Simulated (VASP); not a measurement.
Al3P2, 5 atoms in the cell. The structure is tetragonal, space group P4/mmm (No. 123). Conventional cell: a = 3.343 Å, b = 3.343 Å, c = 7.542 Å, α = 90.00°, β = 90.00°, γ = 90.00°. Within 3.7 Å of Al (site symmetry 4/mmm) lie 12 Al at 2.84 to 3.34 Å. Within 3.6 Å of Al (site symmetry 4mm) lie 4 P at 2.75 Å and 9 Al at 2.84 to 3.34 Å. Within 3.1 Å of P (site symmetry mmm) lie 4 P at 2.36 Å and 4 Al at 2.75 Å. The cell was generated, and may not be a known phase.

* Program: VASP 6.6.1
* Task: relaxation of cell and atoms
* Functional: PBE
* Potentials or basis: VASP PAW PBE potentials, release 64 (Al, P)
* Cutoff: 600 eV
* k mesh: 6 × 6 × 2
* Occupations: gaussian, width 0.1 eV
* Spin: no spin polarisation
* Dipole correction: no
* Further INCAR settings: ALGO = Normal; EDIFF = 1e-07; IBRION = 2; EDIFFG = -0.04; NSW = 90; ISIF = 3

Potentials or basis: VASP PAW PBE potentials, release 64 (Al, P).

Launch:

```console
$ cat potpaw_PBE.64/Al/POTCAR potpaw_PBE.64/P/POTCAR > POTCAR
$ mpirun -np 1 vasp_std > vasp.out
```

Hardware: 1 thread of Intel Xeon 8259CL (shared host).

Task: How long does it take, and how much memory?

Result: Run time: 4.5 min on 1 thread of Intel Xeon 8259CL, on a shared host, peak memory 0.21 GiB. Counts: scf iterations 99, k points 20, ion steps 11.
